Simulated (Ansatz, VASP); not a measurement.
# CuI2: VASP beside Ansatz

INCAR

```
ALGO     = Normal         # electronic algorithm
EDIFF    = 1E-6           # SCF threshold, eV
ENCUT    = 600            # plane-wave cutoff, eV
GGA_COMPAT= F            
ISIF     = 2              # what is computed and relaxed
ISMEAR   = -1             # smearing method
LASPH    = T              # aspherical terms in the spheres
LCHARG   = F              # write CHGCAR
LMAXMIX  = 4              # l up to which the mixer works
LORBIT   = 11             # projections on sites
LORBMOM  = T            
LREAL    = F              # projectors in reciprocal space
LSORBIT  = T              # spin-orbit coupling
LWAVE    = F              # write WAVECAR
MAGMOM   = 0 0 0 0 0 0 0 0 0 # initial moments
NBANDS   = 38             # bands
NELM     = 200            # most SCF steps
PREC     = Accurate       # precision mode
SIGMA    = 0.02           # smearing width, eV
```

The input KPOINTS:

```
k-points
0
Gamma
  4 4 4
```

The input POSCAR:

```
CuI2
1.0
    5.2003840000      0.0000000000      0.0000000000
    0.0000000000      5.2003840000      0.0000000000
    0.0000000000      0.0000000000      4.5441700000
Cu I
1 2
Direct
    0.0000000000      0.0000000000      0.0000000000
    0.0000000000      0.5000000000      0.0000000000
    0.5000000000      0.0000000000      0.0000000000
```

Input for Ansatz:

```yaml
crystal:
  lattice:
    a: 5.200384
    b: 5.200384
    c: 4.54417
    alpha: 90.0
    beta: 90.0
    gamma: 90.0
  atoms:
    - { symbol: Cu, position: [0.0, 0.0, 0.0] }
    - { symbol: I, position: [0.0, 0.5, 0.0] }
    - { symbol: I, position: [0.5, 0.0, 0.0] }
basis:
  ecutwfc: 489.804952427784
kpoints:
  mp_grid:
    grid: [4, 4, 4]
hamiltonian:
  xc: lda
magnetization:
  noncollinear: true
  spin_orbit: true
scf:
  mixing:
    algorithm: broyden
    preconditioner: resta
  occupations:
    method: fermi_dirac
    width: 0.02
output:
  eigenvalues: true
```

Alike in both runs: task single point; functional LDA; k mesh 4 × 4 × 4; occupations fermi-dirac, width 0.02 eV; non-collinear spin, spin-orbit coupling.

|  | VASP | Ansatz |
| --- | --- | --- |
| version | VASP 6.6.1 | Ansatz 0.2.0 |
| potentials or method | VASP PAW LDA potentials, release 64 (Cu, I), cutoff 600 eV | plane waves, PAW |
| valence electrons in the cell | 25 | 53 |

|  | VASP | Ansatz | Ansatz less VASP |
| --- | --- | --- | --- |
| net moment per atom (μB) | 0.00 | 0.00 | 0.000 |

LDA's correlation is that of Perdew and Zunger in VASP and of Perdew and Wang (1992) in Ansatz. VASP's potentials hold 25 valence electrons a cell and Ansatz's 53, so a difference there can come from the potentials and not from the codes.
